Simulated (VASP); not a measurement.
# MoS2 (P6_3/mmc) in VASP: a series of runs

Runs on MoS2. Level: PBE. Tasks: single point, relaxation of the atoms.

Everything below comes from runs of VASP 6.6.1. Logs are shortened: lines on timing, memory, paths and dates and some standing lists are left out, and cuts for length are marked.

**The experiment to reproduce.**

“Multiwavelength excitation Raman Scattering Analysis of bulk and 2 dimensional MoS2: Vibrational properties of atomically thin MoS2 layers”, 2015, arxiv:1506.03228 reports, for a bulk crystal of MoS2 at 300 K: band gap 1.3 eV (indirect).

The results are compared with them further down.

### 1 The cell of the first run

It takes space group P6_3/mmc (No. 194, hexagonal). The conventional cell has a = 3.161 Å, b = 3.161 Å, c = 12.295 Å, α = 90.00°, β = 90.00°, γ = 120.00°. Within 3.2 Å of Mo (site symmetry -6m2) lie 6 S at 2.40 Å and 6 Mo at 3.16 Å. Within 3.2 Å of S (site symmetry 3m) lie 3 Mo at 2.40 Å and 7 S at 3.13 to 3.16 Å.

### 2 Single point, PBE

File INCAR:

```
SYSTEM = MoS2
PREC     = Accurate       ! precision mode
ENCUT    = 520            ! plane-wave cutoff, eV
EDIFF    = 1E-7           ! SCF threshold, eV
ISMEAR   = 0              ! smearing method
SIGMA    = 0.01           ! smearing width, eV
LREAL    = .False.        ! projectors in reciprocal space
LASPH    = .True.         ! aspherical terms in the spheres
NELM     = 80             ! most SCF steps
ALGO     = Normal         ! electronic algorithm
ISIF     = 2              ! what is computed and relaxed
LWAVE    = .False.        ! write WAVECAR
LCHARG   = .True.         ! write CHGCAR
GGA      = PE             ! functional
LELF     = .True.         ! ELF
LVHAR    = .True.       
NBANDS   = 35             ! bands
```

File KPOINTS:

```
Automatic mesh
0
Gamma
  9 9 3
  0 0 0
```

File POSCAR:

```
MoS2
1.0
    3.1610000000      0.0000000000      0.0000000000
   -1.5805000000      2.7375063014      0.0000000000
    0.0000000000      0.0000000000     12.2950000000
Mo S
2 4
Direct
    0.3333333333      0.6666666667      0.2500000000
    0.6666666667      0.3333333333      0.7500000000
    0.3333333333      0.6666666667      0.6227855469
    0.6666666667      0.3333333333      0.1227855469
    0.3333333333      0.6666666667      0.8772144531
    0.6666666667      0.3333333333      0.3772144531
```

Potentials or basis: VASP PAW PBE potentials, release 64 (Mo_sv, S).

Started as:

```console
> cat potpaw_PBE.64/Mo_sv/POTCAR potpaw_PBE.64/S/POTCAR > POTCAR
> mpirun -np 1 vasp_std > vasp.out
```

OUTCAR:

```text
SYSTEM = MoS2
   PREC = Accurate
   ENCUT = 520
   EDIFF = 1E-7
   ISMEAR = 0
   LREAL = .False.
   LASPH = .True.
   NELM = 80
   ISIF = 2
   GGA = PE

 ion  position               nearest neighbor table
   1  0.333  0.667  0.250-   4 2.40   6 2.40   4 2.40   6 2.40   4 2.40   6 2.40
   2  0.667  0.333  0.750-   3 2.40   5 2.40   3 2.40   5 2.40   3 2.40   5 2.40
   3  0.333  0.667  0.623-   2 2.40   2 2.40   2 2.40
   4  0.667  0.333  0.123-   1 2.40   1 2.40   1 2.40
   5  0.333  0.667  0.877-   2 2.40   2 2.40   2 2.40
   6  0.667  0.333  0.377-   1 2.40   1 2.40   1 2.40

  LATTYP: Found a hexagonal cell.
 ALAT       =     3.1610000000
 C/A-ratio  =     3.8895919013

  Lattice vectors:

 A1 = (   3.1610000000,   0.0000000000,   0.0000000000)
 A2 = (  -1.5805000000,   2.7375063014,   0.0000000000)
 A3 = (   0.0000000000,   0.0000000000,  12.2950000000)

Analysis of symmetry for initial positions (statically):
=====================================================================
 Subroutine PRICEL returns:
 Original cell was already a primitive cell.

 Routine SETGRP: Setting up the symmetry group for a
 hexagonal supercell.

 Subroutine GETGRP returns: Found 24 space group operations
 (whereof 12 operations were pure point group operations)
 out of a pool of 24 trial point group operations.

The static configuration has the point symmetry D_3d.
 The point group associated with its full space group is D_6h.

Analysis of symmetry for dynamics (positions and initial velocities):
=====================================================================
 Subroutine PRICEL returns:
 Original cell was already a primitive cell.

 Routine SETGRP: Setting up the symmetry group for a
 hexagonal supercell.

 Subroutine GETGRP returns: Found 24 space group operations
 (whereof 12 operations were pure point group operations)
 out of a pool of 24 trial point group operations.

The dynamic configuration has the point symmetry D_3d.
 The point group associated with its full space group is D_6h.

 Subroutine INISYM returns: Found 24 space group operations
 (whereof 12 operations are pure point group operations),
 and found     1 'primitive' translations

----------------------------------------------------------------------------------------

                                     Primitive cell

  volume of cell :     106.3918

  direct lattice vectors                    reciprocal lattice vectors
     3.161000000  0.000000000  0.000000000     0.316355584  0.182647981  0.000000000
    -1.580500000  2.737506301  0.000000000     0.000000000  0.365295963  0.000000000
     0.000000000  0.000000000 12.295000000     0.000000000  0.000000000  0.081333876

  length of vectors
     3.161000000  3.161000000 12.295000000     0.365295963  0.365295963  0.081333876

  position of ions in fractional coordinates (direct lattice)
     0.333333333  0.666666667  0.250000000
     0.666666667  0.333333333  0.750000000
     0.333333333  0.666666667  0.622785547
     0.666666667  0.333333333  0.122785547
     0.333333333  0.666666667  0.877214453
     0.666666667  0.333333333  0.377214453

  ion indices of the primitive-cell ions
   primitive index   ion index
                 1           1
                 2           2
                 3           3
                 4           4
                 5           5
                 6           6

----------------------------------------------------------------------------------------

 KPOINTS: Automatic mesh

Automatic generation of k-mesh.
 Grid dimensions read from file:
 generate k-points for:    9    9    3

 Generating k-lattice:

  Cartesian coordinates                     Fractional coordinates (reciprocal lattice)
     0.035150620  0.020294220  0.000000000     0.111111111  0.000000000  0.000000000
     0.000000000  0.040588440  0.000000000     0.000000000  0.111111111  0.000000000
     0.000000000  0.000000000  0.027111292     0.000000000  0.000000000  0.333333333

  Length of vectors
     0.040588440  0.040588440  0.027111292

  Shift w.r.t. Gamma in fractional coordinates (k-lattice)
     0.000000000  0.000000000  0.000000000

 Subroutine IBZKPT returns following result:
 ===========================================

 Found     24 irreducible k-points:

 Following reciprocal coordinates:
            Coordinates               Weight
  0.000000  0.000000  0.000000      1.000000
  0.111111  0.000000  0.000000      6.000000
  0.222222  0.000000  0.000000      6.000000
  0.333333 -0.000000  0.000000      6.000000
  0.444444  0.000000  0.000000      6.000000
  0.111111  0.111111  0.000000      6.000000
[... 16 lines left out ...]
  0.333333  0.222222  0.333333     24.000000
  0.333333  0.333333  0.333333      4.000000
   k-points           NKPTS =     24   k-points in BZ     NKDIM =     24   number of bands    NBANDS=     35
   number of dos      NEDOS =    301   number of ions     NIONS =      6
   total plane-waves  NPLWV =  55296
   dimension x,y,z NGX =    24 NGY =   24 NGZ =   96
   dimension x,y,z NGXF=    48 NGYF=   48 NGZF=  192
   ions per type =               2   4
   NGX,Y,Z   is equivalent  to a cutoff of  12.62, 12.62, 12.98 a.u.
   NGXF,Y,Z  is equivalent  to a cutoff of  25.24, 25.24, 25.96 a.u.
 SYSTEM =  MoS2
   PREC   = accura    normal or accurate (medium, high low for compatibility)
   ISTART =      0    job   : 0-new  1-cont  2-samecut
   ICHARG =      2    charge: 1-file 2-atom 10-const
   ISPIN  =      1    spin polarized calculation?
   LNONCOLLINEAR =      F non collinear calculations
   LSORBIT =      F    spin-orbit coupling
   LASPH  =      T    aspherical Exc in radial PAW
   ENCUT  =  520.0 eV  38.22 Ry    6.18 a.u.   5.88  5.88 22.86*2*pi/ulx,y,z
   NELM   =     80;   NELMIN=  2; NELMDL= -5     # of ELM steps
   EDIFF  = 0.1E-06   stopping-criterion for ELM
   LREAL  =      F    real-space projection
   EDIFFG = 0.1E-05   stopping-criterion for IOM
   NSW    =      0    number of steps for IOM
   IBRION =     -1    ionic relax: 0-MD 1-quasi-New 2-CG
   NFREE  =      0    steps in history (QN), initial steepest desc. (CG)
   ISIF   =      2    stress and relaxation
   ISYM   =      2    0-nonsym 1-usesym 2-fastsym
   POTIM  = 0.5000    time-step for ionic-motion
   TEBEG  =    0.0;   TEEND  =   0.0 temperature during run
   PSTRESS=    0.0 pullay stress
   NELECT =      52.0000    total number of electrons
   NUPDOWN=      -1.0000    fix difference up-down
   EMIN   =  10.00;   EMAX   =-10.00  energy-range for DOS
   EFERMI =   0.00;   METHOD = LEGACY
   ISMEAR =     0;   SIGMA  =   0.01  broadening in eV -4-tet -1-fermi 0-gaus
   EFERMI_NEDOS =   21; number of points for ismear=-14 and -15
   IALGO  =     38    algorithm
   IMIX   =      4    mixing-type and parameters
     AMIX     =   0.40;   BMIX     =  1.00
     AMIX_MAG =   1.60;   BMIX_MAG =  1.00
  volume/ion in A,a.u.               =      17.73       119.66
  Fermi-wavevector in a.u.,A,eV,Ry     =   1.289555  2.436906 22.625839  1.662952
  Thomas-Fermi vector in A             =   2.421441
   LORBIT       =      0    0 simple, 1 ext, 2 COOP (PROOUT), +10 PAW based schemes
   GGA     = PE    functional components
   LHFCALC =     F    Hartree Fock is set to
   AEXX    =    0.0000 exact exchange contribution
   IVDW    =     0    specifies the selected vdW correction
   LEPSILON=     F    determine dielectric tensor
   LRPA    =     F    only Hartree local field effects (RPA)
 non-spin polarized calculation
 Gauss-broadening in eV      SIGMA  =   0.01
  energy-cutoff  :      520.00
  volume of cell :      106.39
 maximum number of plane-waves:      2886
 NGX is ok and might be reduce to    24
   NGX = 11   NGY = 11   NGZ = 45

 number of electron      51.9999998 magnetization

 Free energy of the ion-electron system (eV)
  ---------------------------------------------------
  ext. energy  EPLUGINS =         0.00000000
  ---------------------------------------------------
  free energy    TOTEN  =       -43.60182495 eV

  energy without entropy =      -43.60182495  energy(sigma->0) =      -43.60182495

 E-fermi :   7.6357     XC(G=0): -10.8572

 val. band max:        7.5798032365   @ k =   0.0000   0.0000   0.0000
 cond. band min:       8.5486296940   @ k =   0.2222   0.1111   0.0000
 fundamental gap:      0.9688264575
 Fermi energy:         7.6357392125

 k-point     1 :       0.0000    0.0000    0.0000
  band No.  band energies     occupation
      1     -53.9189      2.00000
      2     -53.9189      2.00000
      3     -28.0744      2.00000
      4     -28.0744      2.00000
      5     -27.8461      2.00000
      6     -27.8461      2.00000
[... 27 lines left out ...]
     34      10.0475      0.00000
     35      13.1914      0.00000

 k-point     2 :       0.1111    0.0000    0.0000
  band No.  band energies     occupation
      1     -53.9141      2.00000
      2     -53.9141      2.00000
      3     -28.0651      2.00000
      4     -28.0650      2.00000
      5     -27.8939      2.00000
      6     -27.8939      2.00000
[... 27 lines left out ...]
     34      10.0713      0.00000
     35      14.0151      0.00000

 k-point     3 :       0.2222    0.0000    0.0000
  band No.  band energies     occupation
      1     -53.9020      2.00000
      2     -53.9020      2.00000
      3     -28.0412      2.00000
      4     -28.0412      2.00000
      5     -28.0133      2.00000
      6     -28.0133      2.00000
[... 27 lines left out ...]
     34      10.7144      0.00000
     35      15.0297      0.00000
[... 723 lines left out ...]
 k-point    23 :       0.3333    0.2222    0.3333
  band No.  band energies     occupation
      1     -53.8751      2.00000
      2     -53.8751      2.00000
      3     -28.1848      2.00000
      4     -28.1848      2.00000
      5     -28.0321      2.00000
      6     -28.0320      2.00000
[... 27 lines left out ...]
     34      11.7872      0.00000
     35      13.9740      0.00000

 k-point    24 :       0.3333    0.3333    0.3333
  band No.  band energies     occupation
      1     -53.8727      2.00000
      2     -53.8727      2.00000
      3     -28.1455      2.00000
      4     -28.1455      2.00000
      5     -28.1004      2.00000
      6     -28.1004      2.00000
[... 27 lines left out ...]
     34      11.8258      0.00000
     35      13.8568      0.00000

------------------------ aborting loop because EDIFF is reached ----------------------------------------

  FORCE on cell =-STRESS in cart. coord.  units (eV):
  Direction    XX          YY          ZZ          XY          YZ          ZX
  --------------------------------------------------------------------------------------
  -------------------------------------------------------------------------------------
  Total        1.7872550      1.7872550      1.9029598     -0.0000000      0.0000000     -0.0000000
  in kB       26.9146633     26.9146633     28.6570874     -0.0000000      0.0000000     -0.0000000
  external PRESSURE =      27.4954714 kB  Pullay stress =       0.0000000 kB

 VOLUME and BASIS-vectors are now :
 -----------------------------------------------------------------------------
  energy-cutoff  :      520.00
  volume of cell :      106.39
      direct lattice vectors                 reciprocal lattice vectors
     3.161000000  0.000000000  0.000000000     0.316355584  0.182647981  0.000000000
    -1.580500000  2.737506301  0.000000000     0.000000000  0.365295963  0.000000000
     0.000000000  0.000000000 12.295000000     0.000000000  0.000000000  0.081333876

 POSITION                                       TOTAL-FORCE (eV/Angst)
 -----------------------------------------------------------------------------------
     -0.00000      1.82500      3.07375        -0.000000     -0.000000     -0.000000
      1.58050      0.91250      9.22125         0.000000      0.000000     -0.000000
     -0.00000      1.82500      7.65715        -0.000000     -0.000000      0.013061
      1.58050      0.91250      1.50965        -0.000000      0.000000      0.013061
     -0.00000      1.82500     10.78535         0.000000     -0.000000     -0.013061
      1.58050      0.91250      4.63785         0.000000      0.000000     -0.013061
 -----------------------------------------------------------------------------------
    total drift:                               -0.000000      0.000000     -0.000000

  FREE ENERGIE OF THE ION-ELECTRON SYSTEM (eV)
  ---------------------------------------------------
  free  energy   TOTEN  =       -43.6018249470 eV

  energy  without entropy=      -43.6018249470  energy(sigma->0) =      -43.60182495
```

It took 34 s on 1 thread of Intel Xeon 6975P-C (Granite Rapids), shared host; peak memory 0.25 GiB.

What came out:

```
Free energy            : -43.6018 eV
Pressure               : 2.7 GPa
Largest force          : 0.013 eV/Å
Band gap on the k mesh : 0.97 eV, indirect (least direct gap 1.68 eV)
```

Forces in eV/Å, atoms in the order of the input:
```
Mo   0.000  0.000  0.000
Mo   0.000  0.000  0.000
S    0.000  0.000  0.013
S    0.000  0.000  0.013
S    0.000  0.000 -0.013
S    0.000  0.000 -0.013
```

Caveat: this functional lacks dispersion, which binds the layers, so the pressure and a relaxed spacing across them are unreliable.

### 3 Relaxation of the atoms, PBE

File INCAR:

```
SYSTEM = MoS2
  ALGO = Normal
  EDIFF = 1E-6
  EDIFFG = -0.003
  ENCUT = 520
  GGA = PE
  IBRION = 2
  ISIF = 2
  ISMEAR = 0
  LASPH = .True.
  LCHARG = .False.
  LREAL = .False.
  LUSENCCL = .False.
  LWAVE = .False.
  NELM = 60
  NSW = 80
  PREC = Accurate
  SIGMA = 0.01
```

File KPOINTS:

```
k-points
0
Gamma
  9 9 3
  0 0 0
```

File POSCAR:

```
MoS2
1.0
    3.1610000000      0.0000000000      0.0000000000
   -1.5805000000      2.7375063014      0.0000000000
    0.0000000000      0.0000000000     12.2950000000
Mo S
2 4
Direct
    0.3333333333      0.6666666667      0.2500000000
    0.6666666667      0.3333333333      0.7500000000
    0.3333333333      0.6666666667      0.6275000000
    0.6666666667      0.3333333333      0.1275000000
    0.3333333333      0.6666666667      0.8725000000
    0.6666666667      0.3333333333      0.3725000000
```

Potentials or basis: VASP PAW PBE potentials, release 64 (Mo_sv, S).

Started as:

```console
> cat potpaw_PBE.64/Mo_sv/POTCAR potpaw_PBE.64/S/POTCAR > POTCAR
> mpirun -np 1 vasp_std > vasp.out
```

Run time: 1.9 min. Hardware: 1 × NVIDIA H100 80GB with 1 thread of AMD EPYC 7R13 (Zen 3), shared host; peak memory 1.3 GiB.

It converged, with:

```
Free energy               : -43.6018 eV
Energy gained by relaxing : 22.3 meV/atom
Ionic steps               : 3
Pressure after relaxing   : 2.8 GPa
Band gap on the k mesh    : 0.97 eV, indirect (least direct gap 1.68 eV)
```

Stress tensor (GPa, compression positive):
```
2.73 0.00 0.00
0.00 2.73 0.00
0.00 0.00 2.97
```

The path:
```
step  energy change (eV)  largest force (eV/Å)  pressure (GPa)
   1              0.0000                1.1981            8.71
   2             -0.1339                0.0097            2.76
   3             -0.1340                0.0001            2.81
```

Final structure:
```
Mo S
1.0
     3.16100    0.00000    0.00000
    -1.58050    2.73751    0.00000
     0.00000    0.00000   12.29500
Mo S
2 4
Cartesian
  0.0000 1.8250 3.0737
  1.5805 0.9125 9.2212
  0.0000 1.8250 7.6578
  1.5805 0.9125 1.5103
  0.0000 1.8250 10.7847
  1.5805 0.9125 4.6372
```

Levels at points of the mesh, in eV from the valence-band top:
| k point | band 24 | band 25 | band 26 | band 27 | band 28 | band 29 |
| --- | --- | --- | --- | --- | --- | --- |
| (0.00, 0.00, 0.00) | -1.19 | -1.16 | 0.00 | 2.13 | 2.13 | 2.15 |

Caveat: this functional lacks dispersion, which binds the layers, so the pressure and a relaxed spacing across them are unreliable.

### 4 How close it comes

Step 2. Against the measured gap of MoS2, 1.3 eV (indirect; 300 K; “Multiwavelength excitation Raman Scattering Analysis of bulk and 2 dimensional MoS2: Vibrational properties of atomically thin MoS2 layers”, 2015, arxiv:1506.03228), the calculated 0.97 eV is off by -0.33 eV. Spin-orbit coupling on Mo is left out. The value is that of PBE on a finite k mesh, which can miss the band edges, without temperature or zero-point motion. Semilocal functionals fall short of measured gaps as a rule.

Step 3. Measured gap of MoS2: 1.3 eV (indirect; 300 K; “Multiwavelength excitation Raman Scattering Analysis of bulk and 2 dimensional MoS2: Vibrational properties of atomically thin MoS2 layers”, 2015, arxiv:1506.03228). This calculation gives 0.97 eV (-0.33 eV). Spin-orbit coupling on Mo is left out. The value is that of PBE on a finite k mesh, which can miss the band edges, without temperature or zero-point motion. Semilocal functionals fall short of measured gaps as a rule.
